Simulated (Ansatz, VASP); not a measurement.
## One calculation of Fe, two programs

File INCAR:

```
  PREC = Accurate
  ENCUT = 520
  EDIFF = 1E-7
  ISMEAR = -1
  SIGMA = 0.05
  LREAL = F
  LASPH = T
  NELM = 150
  ALGO = Normal
  ISIF = 2
  LWAVE = F
  LCHARG = F
  ISPIN = 2
  MAGMOM = 1.988
  LORBIT = 11
  LMAXMIX = 4
  GGA = CA
  NBANDS = 14
```

File KPOINTS:

```
Automatic mesh
0
Gamma
  26 26 26
```

Contents of POSCAR:

```
Fe
1.0
   -1.3745984218      1.3745984218      1.3745984218
    1.3745984218     -1.3745984218      1.3745984218
    1.3745984218      1.3745984218     -1.3745984218
Fe
1
Direct
    0.0000000000      0.0000000000      0.0000000000
```

Input for Ansatz:

```yaml
crystal:
  lattice:
    - [-1.3745984218, 1.3745984218, 1.3745984218]
    - [1.3745984218, -1.3745984218, 1.3745984218]
    - [1.3745984218, 1.3745984218, -1.3745984218]
  atoms:
    - { symbol: Fe, position: [0.0, 0.0, 0.0], spin: 1.988 }
hamiltonian:
  xc: lda
  pseudopotentials:
    kind: paw
    azcp:
      Fe: "pseudopotentials/Fe.paw.azcp"
basis:
  ecutwfc: 420
  fft_grid_basis: typed
kpoints:
  mp_grid: { grid: [26, 26, 26], shift: [0, 0, 0] }
magnetization:
  spin_polarized: true
scf:
  occupations: { method: fermi_dirac, width: 0.05 }
output:
  stress: true
```

Alike in both runs: task single point; functional LDA; k mesh 26 × 26 × 26; occupations fermi-dirac, width 0.05 eV; collinear spin.

```csv
,VASP,Ansatz
version,VASP 6.6.1,Ansatz 0.2.0
potentials or method,"VASP PAW LDA potentials, release 64 (Fe), cutoff 520 eV","plane waves (420 eV) with PAW, scalar-relativistic"
valence electrons in the cell,8,16
```

|  | VASP | Ansatz | Ansatz less VASP |
| --- | --- | --- | --- |
| pressure (GPa) | -0.7 | 0.3 | +0.98 |
| net moment per atom (μB) | 1.95 | 1.99 | +0.035 |
| size of the moment on the site where the two differ most (μB) | 1.92 | 1.99 | +0.068 |

Ansatz warns that its potentials were made for another functional, while VASP's fit it. LDA's correlation is that of Perdew and Zunger in VASP and of Perdew and Wang (1992) in Ansatz. Site moments also hang on the region over which each program counts them. VASP's potentials hold 8 valence electrons a cell and Ansatz's 16, so a difference there can come from the potentials and not from the codes.
